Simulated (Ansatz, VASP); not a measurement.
**Two plane-wave programs on LiH**

```xyz
2
Lattice="0.0256 2.0030 2.0030 2.0030 0.0256 2.0030 2.0286 2.0286 0.0000" Properties=species:S:1:pos:R:3 pbc="T T T"
Li    0.0000    0.0000    0.0000
H     2.0286    2.0286    2.0030
```

Change from the starting cell: shear_xy strain +2.6%.

Alike in both runs: task single point; functional HSE06; k mesh 8 × 8 × 8; no spin polarisation.

```csv
,VASP,Ansatz
version,VASP 6.6.1,Ansatz 0.2.0
potentials or method,"VASP PAW PBE potentials, release 64 (Li_sv, H)","plane waves, PAW"
plane-wave cutoff (eV),520,420
occupations,"gaussian, width 0.01 eV",fixed
valence electrons in the cell,4,4
```

VASP gave:

- gap on the k mesh at the Fermi level (eV): 3.96

**Question.** What did Ansatz give for the same quantities?

**Answer.** gap on the k mesh at the Fermi level (eV): 3.97.

Ansatz's warnings: stress exchange threshold loose, stress scf threshold loose.

Noted on VASP's run: the cutoff is under 1.25 times that of the potentials, so the pressure is a little rough.
